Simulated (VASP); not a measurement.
A run of VASP 6.6.1:

The input INCAR:

```
SYSTEM = Mo
PREC = Accurate
ENCUT = 520
EDIFF = 1E-6
ISMEAR = 1
SIGMA = 1.0
LREAL = .FALSE.
LASPH = .TRUE.
NELM = 100
ALGO = Normal
ISIF = 2
LWAVE = .FALSE.
LCHARG = .FALSE.
GGA = PE
NBANDS = 13
```

The input KPOINTS:

```
Automatic mesh
0
G
  14 14 14
  0 0 0
```

The input POSCAR:

```
Mo
1.0
   -1.5813793950      1.5813793950      1.5813793950
    1.5813793950     -1.5813793950      1.5813793950
    1.5813793950      1.5813793950     -1.5813793950
Mo
1
Direct
    0.0000000000      0.0000000000      0.0000000000
```

Potentials or basis: VASP PAW PBE potentials, release 64 (Mo_sv).

Launch:

```sh
$ cat potpaw_PBE.64/Mo_sv/POTCAR > POTCAR
$ mpirun -np 1 vasp_std > vasp.out
```

Hardware: 1 thread of Intel(R) Xeon(R) Platinum 8259CL CPU @ 2.50GHz (Skylake/Cascade Lake), with other jobs on the host.

Problem. Estimate the wall time of this run.

Solution. Run time: 14 s on 1 thread of Intel(R) Xeon(R) Platinum 8259CL CPU @ 2.50GHz (Skylake/Cascade Lake), with other jobs on the host, peak memory 0.14 GiB. Counts: scf iterations 11, k points 104.
